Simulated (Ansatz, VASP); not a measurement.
**ZnCu in VASP and in Ansatz**

```
Zn Cu
1.0
     2.86943    0.00000    0.00000
     0.00000    2.86943    0.00000
     0.00000    0.00000    2.86943
Zn Cu
1 1
Direct
  0.50000 0.50000 0.50000
  0.00000 0.00000 0.00000
```

Alike in both runs: functional LDA; k mesh 14 × 14 × 14; occupations gaussian, width 0.1 eV; no spin polarisation.

Ansatz relaxed the structure, and its values are those at the end. VASP's run is a single point on that final structure, the one shown.

|  | VASP | Ansatz |
| --- | --- | --- |
| version | VASP 6.6.1 | Ansatz 0.2.0 |
| potentials or method | VASP PAW LDA potentials, release 64 (Zn, Cu_sv_GW), cutoff 820 eV | scalar-relativistic, plane waves, PAW |
| valence electrons in the cell | 31 | 31 |

Ansatz gave:

* gap on the k mesh at the Fermi level (eV): none
* pressure (GPa): 0.0

**Question.** Which values does VASP return?

**Answer.** gap on the k mesh at the Fermi level (eV): none; pressure (GPa): -0.2.

LDA's correlation is that of Perdew and Zunger in VASP and of Perdew and Wang (1992) in Ansatz. A gap of «none» marks a metal or a gap that the smearing closes.
